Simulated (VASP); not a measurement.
Set up this calculation in VASP 6.6.1, as the native input.

```yaml
Task: single point
Functional: PBE
Dispersion: D3(BJ)
Potentials_or_basis: VASP PAW PBE potentials, release 64 (Se, Pt)
Cutoff: 520 eV
k_mesh: 12 × 12 × 1
Occupations: gaussian, width 0.02 eV
Spin: no spin polarisation
Dipole_correction: yes
Further_INCAR_settings: ALGO = Normal; EDIFF = 1e-06; NBANDS = 18
```

The structure of PtSe2 lies in POSCAR:

```
PtSe2
1.0
    3.7068661351      0.0000000000      0.0000000000
   -1.8534330675      3.3707522535      0.0000000000
    0.0000000000      0.0000000000     31.1216233429
Se Pt
2 1
Direct
    0.6711296531      0.3422593061      0.4590348212
    0.3288703469      0.6577406939      0.5409651788
    0.0000000000      0.0000000000      0.5000000000
```

This cell differs from its parent crystal: strain along y +0.050, then relaxed in part.

One way to write it, as run:

INCAR

```
SYSTEM = PtSe2
PREC = Accurate ; ENCUT = 520
EDIFF = 1E-6 ; ISMEAR = 0
SIGMA = 0.02 ; LREAL = .False.
LASPH = .True. ; NELM = 80
ALGO = Normal ; ISIF = 2
LWAVE = .False. ; LCHARG = .False.
LDIPOL = .True. ; IDIPOL = 3
DIPOL = 0.5 0.5 0.500 ; GGA = PE
IVDW = 12 ; NBANDS = 18
```

KPOINTS

```
regular mesh
0
Gamma
  12 12 1
  0 0 0
```

Potentials or basis: VASP PAW PBE potentials, release 64 (Se, Pt).

The run is started by

```console
$ cat potpaw_PBE.64/Se/POTCAR potpaw_PBE.64/Pt/POTCAR > POTCAR
$ mpirun -np 1 vasp_std > vasp.out
```

It gave:

The band gap on the k mesh is 1.20 eV (least direct gap 1.37 eV) and the dispersion energy per atom is -0.286 eV.

Caveat: the cell differs from its parent crystal (strain along y +0.050, then relaxed in part); spin-orbit coupling is left out, which moves the levels of the heavy elements.

Wall time 2.9 min on 1 thread of Intel(R) Xeon(R) 6975P-C (Granite Rapids), with other jobs on the host, peak memory 0.68 GiB.
